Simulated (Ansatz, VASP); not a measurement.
# Zr2AlN3 in VASP and in Ansatz

```
Zr Al N
1.0
     3.37208    0.00000    0.00000
    -1.68604    2.92031    0.00000
     0.00000    0.00000   16.80287
Zr Al N
4 2 6
Cartesian
  0.0000 1.9469 16.5440
  0.0000 1.9469 5.7610
  1.6860 0.9734 2.7796
  1.6860 0.9734 8.6933
  0.0000 1.9469 11.4256
  1.6860 0.9734 13.7805
  0.0000 1.9469 1.7960
  0.0000 1.9469 7.9448
  0.0000 1.9469 13.3404
  1.6860 0.9734 4.8733
  1.6860 0.9734 10.9562
  1.6860 0.9734 15.6926
```

Alike in both runs: functional PBE; k mesh 12 × 12 × 4; occupations gaussian, width 0.1 eV; no spin polarisation.

Ansatz relaxed the structure, and its values are those at the end. VASP's run is a single point on that final structure, the one shown.

```csv
,VASP,Ansatz
version,VASP 6.6.1,Ansatz 0.2.0
potentials or method,"VASP PAW PBE potentials, release 64 (Zr_sv, Al, N), cutoff 520 eV","scalar-relativistic, plane waves, PAW"
valence electrons in the cell,84,84
```

VASP gave:

```
gap on the k mesh at the Fermi level (eV) : none
pressure (GPa)                            : 0.1
rms of the force components (eV/Å)        : 0.006
```

Question: Estimate Ansatz's values.

Answer: gap on the k mesh at the Fermi level (eV): none; pressure (GPa): 0.0; rms of the force components (eV/Å): 0.002.

A gap of «none» marks a metal or a gap that the smearing closes. With one functional, cell and mesh, what is left measures potentials, basis and numerics.
